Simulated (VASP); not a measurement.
A run of VASP 6.6.1 is set up as follows.

File INCAR:

```
SYSTEM = MgO
PREC = Accurate
ENCUT = 600
EDIFF = 1E-6
ISMEAR = 0
SIGMA = 0.1
LREAL = .FALSE.
LASPH = .TRUE.
NELM = 120
ALGO = Normal
ISIF = 2
LWAVE = .FALSE.
LCHARG = .FALSE.
GGA = PS
NBANDS = 11
GGA_COMPAT = .FALSE.
```

Contents of KPOINTS:

```
regular mesh
0
G
  8 8 8
  0 0 0
```

The input POSCAR:

```
MgO
1.0
    0.0000000000      2.0970013927      2.0970013927
    2.0970013927      0.0000000000      2.0970013927
    2.0970013927      2.0970013927      0.0000000000
Mg O
1 1
Direct
    0.0000000000      0.0000000000      0.0000000000
    0.5000000000      0.5000000000      0.5000000000
```

Potentials or basis: VASP PAW PBE potentials, release 64 (Mg, O).

Launch:

```sh
$ cat potpaw_PBE.64/Mg/POTCAR potpaw_PBE.64/O/POTCAR > POTCAR
$ mpirun -np 1 vasp_std > vasp.out
```

Task: Predict the band gap on the k mesh.

Result: 4.76 eV, direct.

Task: Predict the pressure.

Result: 1.6 GPa.

Caveat: the PAW data sets were made with another functional, which shifts forces and pressure a little. Expect the measured gap to be larger: semilocal functionals such as PBEsol lack the derivative discontinuity.
